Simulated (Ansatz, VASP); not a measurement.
**Cu: VASP beside Ansatz**

The input INCAR:

```
SYSTEM = Cu
ALGO = Fast
EDIFF = 1E-6
EDIFFG = -0.005
ENCUT = 600
IBRION = 2
ISIF = 3
ISMEAR = 0
LASPH = .TRUE.
LCHARG = .FALSE.
LREAL = .FALSE.
LWAVE = .FALSE.
NELM = 100
NSW = 70
PREC = Accurate
SIGMA = 0.1
```

Contents of KPOINTS:

```
k-points
0
G
  20 20 20
  0 0 0
```

Contents of POSCAR:

```
Cu
1.0
    0.0000000000      1.8148741495      1.8148741495
    1.8148741495      0.0000000000      1.8148741495
    1.8148741495      1.8148741495      0.0000000000
Cu
1
Direct
    0.0000000000      0.0000000000      0.0000000000
```

Input for Ansatz:

```yaml
crystal:
  lattice:
    - [0.0, 1.8148741495, 1.8148741495]
    - [1.8148741495, 0.0, 1.8148741495]
    - [1.8148741495, 1.8148741495, 0.0]
  atoms:
    - { symbol: Cu, position: [0.0, 0.0, 0.0] }
basis:
  ecutwfc: 420
kpoints:
  mp_grid: { grid: [20, 20, 20] }
hamiltonian:
  xc: lda
scf:
  occupations: { method: gaussian, width: 0.1 }
output:
  forces: true
  stress: true
  eigenvalues: true
relax:
  adjacent_minimum: "off"
  f_tol: 0.005
  max_steps: 50
  cell: { stress_tol: 0.05 }
```

Alike in both runs: task relaxation of cell and atoms; functional LDA; k mesh 20 × 20 × 20; occupations gaussian, width 0.1 eV; no spin polarisation.

|  | VASP | Ansatz |
| --- | --- | --- |
| version | VASP 6.6.1 | Ansatz 0.2.0 |
| potentials or method | VASP PAW LDA potentials, release 64 (Cu), cutoff 600 eV | scalar-relativistic, plane waves, PAW |
| valence electrons in the cell | 11 | 19 |

|  | VASP | Ansatz | Ansatz less VASP |
| --- | --- | --- | --- |
| gap on the k mesh at the Fermi level, each at its own relaxed structure (eV) | none | none | - |
| relaxed volume (Å³/atom) | 10.95 | 10.89 | -0.059 |
| relaxed length of the cell vector where the two differ most in proportion (Å) | 2.492 | 2.488 | -0.0045 |

LDA's correlation is that of Perdew and Zunger in VASP and of Perdew and Wang (1992) in Ansatz. A gap of «none» marks a metal or a gap that the smearing closes. VASP's potentials hold 11 valence electrons a cell and Ansatz's 19, so a difference there can come from the potentials and not from the codes.
